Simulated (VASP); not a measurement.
# Al2Co (P6/mmm) in VASP: notebook

Al2Co is run at these levels: PBE; tasks: relaxation of cell and atoms, single point.

Program: VASP 6.6.1. These are calculated values, not measurements. Logs are shortened: lines on timing, memory, paths and dates and some standing lists are left out, and cuts for length are marked.

### Step 1. The cell of the first run

The structure is hexagonal, space group P6/mmm (No. 191). The conventional cell has a = 2.999 Å, b = 2.999 Å, c = 6.600 Å, α = 90.00°, β = 90.00°, γ = 120.00°. Al (site symmetry 6mm) has 1 Co at 2.00 Å and 1 Al at 2.61 Å within 2.7 Å. Within 2.6 Å of Co (site symmetry 6/mmm) lie 2 Al at 2.00 Å.

The cell was built from a structure type or drawn by symmetry, and may not be a known phase.

### Step 2. Relaxation of cell and atoms, PBE, collinear spin, ferromagnetic start

Contents of INCAR:

```
SYSTEM = Al2Co
PREC = Accurate
ENCUT = 600
EDIFF = 1E-7
ISMEAR = 0
SIGMA = 0.1
LREAL = .False.
LASPH = .True.
NELM = 150
ALGO = Fast
ISIF = 3
LWAVE = .False.
LCHARG = .False.
ISPIN = 2
MAGMOM = 0 0 3
LORBIT = 11
LMAXMIX = 4
GGA = PE
IBRION = 2
NSW = 90
EDIFFG = -0.04
```

Contents of KPOINTS:

```
Automatic mesh
0
Gamma
  6 6 4
  0 0 0
```

Contents of POSCAR:

```
Al2Co
1.0
    2.9992592600      0.0000000000      0.0000000000
   -1.4996296300      2.5974347200      0.0000000000
    0.0000000000      0.0000000000      6.6004056300
Al Co
2 1
Direct
    0.0000000000      0.0000000000      0.1973471600
    0.0000000000      0.0000000000      0.8026528400
    0.0000000000      0.0000000000      0.5000000000
```

Potentials or basis: VASP PAW PBE potentials, release 64 (Al, Co).

Launch:

```
cat potpaw_PBE.64/Al/POTCAR potpaw_PBE.64/Co/POTCAR > POTCAR
mpirun -np 1 vasp_std > vasp.out
```

OUTCAR:

```text
SYSTEM = Al2Co
   PREC = Accurate
   ENCUT = 600
   EDIFF = 1E-7
   ISMEAR = 0
   LREAL = .False.
   LASPH = .True.
   NELM = 150
   ISIF = 3
   ISPIN = 2
   LORBIT = 11
   GGA = PE
   IBRION = 2
   NSW = 90
   EDIFFG = -0.04

 ion  position               nearest neighbor table
   1  0.000  0.000  0.197-   3 2.00   2 2.61
   2  0.000  0.000  0.803-   3 2.00   1 2.61
   3  0.000  0.000  0.500-   1 2.00   2 2.00

  LATTYP: Found a hexagonal cell.
 ALAT       =     2.9992592600
 C/A-ratio  =     2.2006785869

  Lattice vectors:

 A1 = (   2.9992592600,   0.0000000000,   0.0000000000)
 A2 = (  -1.4996296300,   2.5974347200,   0.0000000000)
 A3 = (   0.0000000000,   0.0000000000,   6.6004056300)

Analysis of symmetry for initial positions (statically):
=====================================================================
 Subroutine PRICEL returns:
 Original cell was already a primitive cell.

 Routine SETGRP: Setting up the symmetry group for a
 hexagonal supercell.

 Subroutine GETGRP returns: Found 24 space group operations
 (whereof 24 operations were pure point group operations)
 out of a pool of 24 trial point group operations.

The static configuration has the point symmetry D_6h.

Analysis of symmetry for dynamics (positions and initial velocities):
=====================================================================
 Subroutine PRICEL returns:
 Original cell was already a primitive cell.

 Routine SETGRP: Setting up the symmetry group for a
 hexagonal supercell.

 Subroutine GETGRP returns: Found 24 space group operations
 (whereof 24 operations were pure point group operations)
 out of a pool of 24 trial point group operations.

The dynamic configuration has the point symmetry D_6h.

Analysis of structural, dynamic, and magnetic symmetry:
=====================================================================
 Subroutine PRICEL returns:
 Original cell was already a primitive cell.

 Routine SETGRP: Setting up the symmetry group for a
 hexagonal supercell.

 Subroutine GETGRP returns: Found 24 space group operations
 (whereof 24 operations were pure point group operations)
 out of a pool of 24 trial point group operations.

The overall configuration has the point symmetry D_6h.

 Subroutine INISYM returns: Found 24 space group operations
 (whereof 24 operations are pure point group operations),
 and found     1 'primitive' translations

----------------------------------------------------------------------------------------

                                     Primitive cell

  volume of cell :      51.4197

  direct lattice vectors                    reciprocal lattice vectors
     2.999259260  0.000000000  0.000000000     0.333415658  0.192497619  0.000000000
    -1.499629630  2.597434720  0.000000000     0.000000000  0.384995239  0.000000000
     0.000000000  0.000000000  6.600405630     0.000000000  0.000000000  0.151505840

  length of vectors
     2.999259260  2.999259267  6.600405630     0.384995240  0.384995239  0.151505840

  position of ions in fractional coordinates (direct lattice)
     0.000000000  0.000000000  0.197347160
     0.000000000  0.000000000  0.802652840
     0.000000000  0.000000000  0.500000000

  ion indices of the primitive-cell ions
   primitive index   ion index
                 1           1
                 2           2
                 3           3

----------------------------------------------------------------------------------------

 KPOINTS: Automatic mesh

Automatic generation of k-mesh.
 Grid dimensions read from file:
 generate k-points for:    6    6    4

 Generating k-lattice:

[... 42 lines left out ...]
   dimension x,y,z NGX =    24 NGY =   24 NGZ =   54
   dimension x,y,z NGXF=    48 NGYF=   48 NGZF=  108
   ions per type =               2   1
   NGX,Y,Z   is equivalent  to a cutoff of  13.30, 13.30, 13.60 a.u.
   NGXF,Y,Z  is equivalent  to a cutoff of  26.61, 26.61, 27.20 a.u.
 SYSTEM =  Al2Co
   PREC   = accura    normal or accurate (medium, high low for compatibility)
   ISTART =      0    job   : 0-new  1-cont  2-samecut
   ICHARG =      2    charge: 1-file 2-atom 10-const
   ISPIN  =      2    spin polarized calculation?
   LNONCOLLINEAR =      F non collinear calculations
   LSORBIT =      F    spin-orbit coupling
   LASPH  =      T    aspherical Exc in radial PAW
   ENCUT  =  600.0 eV  44.10 Ry    6.64 a.u.   5.99  5.99 13.18*2*pi/ulx,y,z
   NELM   =    150;   NELMIN=  2; NELMDL= -5     # of ELM steps
   EDIFF  = 0.1E-06   stopping-criterion for ELM
   LREAL  =      F    real-space projection
   EDIFFG = -.4E-01   stopping-criterion for IOM
   NSW    =     90    number of steps for IOM
   IBRION =      2    ionic relax: 0-MD 1-quasi-New 2-CG
   NFREE  =      1    steps in history (QN), initial steepest desc. (CG)
   ISIF   =      3    stress and relaxation
   ISYM   =      2    0-nonsym 1-usesym 2-fastsym
   POTIM  = 0.5000    time-step for ionic-motion
   TEBEG  =    0.0;   TEEND  =   0.0 temperature during run
   PSTRESS=    0.0 pullay stress
   NELECT =      15.0000    total number of electrons
   NUPDOWN=      -1.0000    fix difference up-down
   EMIN   =  10.00;   EMAX   =-10.00  energy-range for DOS
   EFERMI =   0.00;   METHOD = LEGACY
   ISMEAR =     0;   SIGMA  =   0.10  broadening in eV -4-tet -1-fermi 0-gaus
   EFERMI_NEDOS =   21; number of points for ismear=-14 and -15
   IALGO  =     68    algorithm
   IMIX   =      4    mixing-type and parameters
     AMIX     =   0.40;   BMIX     =  1.00
     AMIX_MAG =   1.60;   BMIX_MAG =  1.00
  volume/ion in A,a.u.               =      17.14       115.67
  Fermi-wavevector in a.u.,A,eV,Ry     =   1.085747  2.051765 16.039195  1.178848
  Thomas-Fermi vector in A             =   2.221868
   LORBIT       =     11    0 simple, 1 ext, 2 COOP (PROOUT), +10 PAW based schemes
   GGA     = PE    functional components
   LHFCALC =     F    Hartree Fock is set to
   AEXX    =    0.0000 exact exchange contribution
   IVDW    =     0    specifies the selected vdW correction
   LEPSILON=     F    determine dielectric tensor
   LRPA    =     F    only Hartree local field effects (RPA)
 conjugate gradient relaxation of ions
 spin polarized calculation
 RMM-DIIS sequential band-by-band and
 Gauss-broadening in eV      SIGMA  =   0.10
  energy-cutoff  :      600.00
  volume of cell :       51.42
 maximum number of plane-waves:      1746
 NGX is ok and might be reduce to    24
   NGX = 11   NGY = 11   NGZ = 27

--------------------------------------- Ionic step        1  -------------------------------------------

 number of electron      15.0000004 magnetization       0.9936986

 Free energy of the ion-electron system (eV)
  ---------------------------------------------------
  ext. energy  EPLUGINS =         0.00000000
  ---------------------------------------------------
  free energy    TOTEN  =       -11.60396510 eV

  energy without entropy =      -11.59284303  energy(sigma->0) =      -11.59840406

------------------------ aborting loop because EDIFF is reached ----------------------------------------

  FORCE on cell =-STRESS in cart. coord.  units (eV):
  Direction    XX          YY          ZZ          XY          YZ          ZX
  --------------------------------------------------------------------------------------
  -------------------------------------------------------------------------------------
  Total       -4.0390515     -4.0390516     14.6178485      0.0000000      0.0000000      0.0000000
  in kB     -125.8521679   -125.8521687    455.4752287      0.0000000      0.0000000      0.0000000
  external PRESSURE =      67.9236307 kB  Pullay stress =       0.0000000 kB
[... 92 lines left out ...]
  FREE ENERGIE OF THE ION-ELECTRON SYSTEM (eV)
  ---------------------------------------------------
  free  energy   TOTEN  =       -12.9172190135 eV

  energy  without entropy=      -12.8916573681  energy(sigma->0) =      -12.90443819

[... ionic steps 4 to 10 ...]

--------------------------------------- Ionic step       11  -------------------------------------------

 number of electron      14.9999999 magnetization       1.6351498

------------------------ aborting loop because EDIFF is reached ----------------------------------------
[... 69 lines left out ...]
--------------------------------------- Ionic step       13  -------------------------------------------

 number of electron      15.0000002 magnetization       1.6382583

 Free energy of the ion-electron system (eV)
  ---------------------------------------------------
  ext. energy  EPLUGINS =         0.00000000
  ---------------------------------------------------
  free energy    TOTEN  =       -13.26093326 eV

  energy without entropy =      -13.25100168  energy(sigma->0) =      -13.25596747

 E-fermi :   7.4372     XC(G=0): -10.6303

 val. band max:        7.3560131718   @ k =   0.3333   0.1667   0.5000
 cond. band min:       7.4734713433   @ k =   0.3333   0.3333   0.0000
 fundamental gap:      0.1174581714
 Fermi energy:         7.4371560534

 spin component 1

 k-point     1 :       0.0000    0.0000    0.0000
  band No.  band energies     occupation
      1      -2.9482      1.00000
      2      -1.1078      1.00000
      3       1.1406      1.00000
      4       4.0486      1.00000
      5       5.4308      1.00000
      6       5.4308      1.00000
      7       5.8947      1.00000
      8       5.8947      1.00000
      9       7.0433      1.00000
     10       8.5986      0.00000
     11      18.5602      0.00000
     12      19.2362      0.00000
     13      21.8681      0.00000
[... 305 lines left out ...]
 k-point    21 :       0.3333    0.3333    0.5000
  band No.  band energies     occupation
      1       4.5075      1.00000
      2       4.5075      1.00000
      3       4.9701      1.00000
      4       4.9701      1.00000
      5       5.0015      1.00000
      6       6.3550      1.00000
      7       6.3550      1.00000
      8       7.0636      1.00000
      9       7.3342      0.92726
     10       7.3342      0.92726
     11       9.8385      0.00000
     12      11.0045      0.00000
     13      13.1566      0.00000
 Fermi energy:         7.4371560534

 spin component 2

 k-point     1 :       0.0000    0.0000    0.0000
  band No.  band energies     occupation
      1      -2.8322      1.00000
      2      -1.0607      1.00000
      3       1.2171      1.00000
      4       4.7076      1.00000
      5       6.8586      1.00000
      6       6.8586      1.00000
      7       7.0517      1.00000
      8       7.8186      0.00000
      9       7.8186      0.00000
     10       9.0629      0.00000
     11      18.7121      0.00000
     12      19.4614      0.00000
     13      21.9793      0.00000
[... 348 lines left out ...]
  FREE ENERGIE OF THE ION-ELECTRON SYSTEM (eV)
  ---------------------------------------------------
  free  energy   TOTEN  =       -13.2609332582 eV

  energy  without entropy=      -13.2510016763  energy(sigma->0) =      -13.25596747

 reached required accuracy - stopping structural energy minimisation

 total charge

# of ion       s       p       d       tot
------------------------------------------
    1        0.454   0.362   0.000   0.817
    2        0.454   0.362   0.000   0.817
    3        0.434   0.315   7.244   7.993
--------------------------------------------------
tot          1.343   1.039   7.244   9.626

 magnetization (x)

# of ion       s       p       d       tot
------------------------------------------
    1        0.014   0.015   0.000   0.029
    2        0.014   0.015   0.000   0.029
    3       -0.012  -0.025   1.549   1.512
--------------------------------------------------
tot          0.017   0.005   1.549   1.571
```

Wall time 3.7 min (1 thread of Intel Xeon Platinum 8488C (Sapphire Rapids), shared host); peak memory 0.22 GiB.

Results:

```yaml
Free_energy: -13.2609 eV
Relaxed_volume: 15.82 Å³/atom
Relaxed_cell: a = 2.650 Å, b = 2.650 Å, c = 7.803 Å, α = 90.00°, β = 90.00°, γ = 120.00°
Space_group_after_relaxing_to_0.1_Å: P6/mmm (No. 191)
Energy_gained_by_relaxing: 552.3 meV/atom
Ionic_steps: 13
Pressure_after_relaxing: -0.4 GPa
Net_moment: 1.64 μB per cell
Site_moments: Al +0.03; Co +1.51 μB
Valence_electrons_inside_the_program's_atomic_spheres: Al 0.82; Co 7.99
```

Step by step:
| step | energy change (eV) | largest force (eV/Å) | pressure (GPa) | volume (Å³) |
| --- | --- | --- | --- | --- |
| 1 | 0.0000 | 3.5189 | 6.79 | 51.42 |
| 2 | -1.3483 | 0.1766 | -9.66 | 55.52 |
| 3 | -1.3133 | 0.0404 | -8.68 | 54.53 |
| 4 | -1.3532 | 0.0945 | -9.39 | 55.06 |
| 5 | -1.6312 | 0.3189 | -0.33 | 47.62 |
| 6 | -1.6323 | 0.2996 | -0.89 | 47.97 |
| 7 | -1.6323 | 0.2923 | -1.13 | 48.11 |
| 8 | -1.6453 | 0.2136 | -0.36 | 47.58 |
| 9 | -1.6470 | 0.1667 | 0.06 | 47.32 |
| 10 | -1.6515 | 0.1250 | 0.12 | 47.24 |
| 11 | -1.6569 | 0.0080 | 0.40 | 47.06 |
| 12 | -1.6569 | 0.0007 | 0.40 | 47.05 |
| 13 | -1.6570 | 0.0005 | -0.35 | 47.47 |

Final structure:
```xyz
3
Lattice="2.6503 0.0000 0.0000 -1.3251 2.2952 0.0000 0.0000 0.0000 7.8034" Properties=species:S:1:pos:R:3 pbc="T T T"
Al    2.6503    0.0000    1.4156
Al    0.0000    0.0000    6.3878
Co    0.0000    0.0000    3.9017
```

Caveat: the k points lie up to 0.46 Å⁻¹ apart in the final cell; a cell axis changed by over 15 % at a fixed basis, so the end point is rough.

(Continued in part 2 of 2.)
